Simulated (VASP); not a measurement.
Runs of VASP 6.6.1 on MgO. The structure is that of space group Pm-3m (No. 221), or close to it. The cells are those of the table. 

```tsv
level	potentials or basis	cell	cutoff (eV)	smearing	second run	gap on the mesh (eV)	pressure (GPa)
r2SCAN	VASP PAW PBE potentials, release 64 (Mg_sv, O)	a = 2.638 Å, angles 89.4°, 2 atoms	660	gaussian 0.01 eV	valence_matched	3.38	(c)
r2SCAN	VASP PAW PBE potentials, release 64 (Mg, O)	a = 2.638 Å, angles 89.4°, 2 atoms	520	gaussian 0.01 eV	-	3.30	-3.6
PBE	VASP PAW PBE potentials, release 64 (Mg, O)	a = 2.638 Å, angles 89.4°, 2 atoms	520	fermi-dirac 0.02 eV	-	(b)	3.0
PBE	VASP PAW PBE potentials, release 64 (Mg, O)	a = 2.781 Å, 2 atoms	520	fermi-dirac 0.02 eV	-	(a)	-14.6
r2SCAN	VASP PAW PBE potentials, release 64 (Mg, O)	a = 2.781 Å, 2 atoms	520	gaussian 0.01 eV	-	1.96	-20.1
```

Alike in all rows: task single point; no spin polarisation; k mesh 10 × 10 × 10.

Question: Estimate the missing entries.

Answer: (a) 1.21; (b) 2.47; (c) -2.8.

Caveats: the PAW data sets were made with another functional, which shifts forces and pressure a little (some runs).

A k mesh can miss the band edges.

The runs don't all hold the same shells in valence.
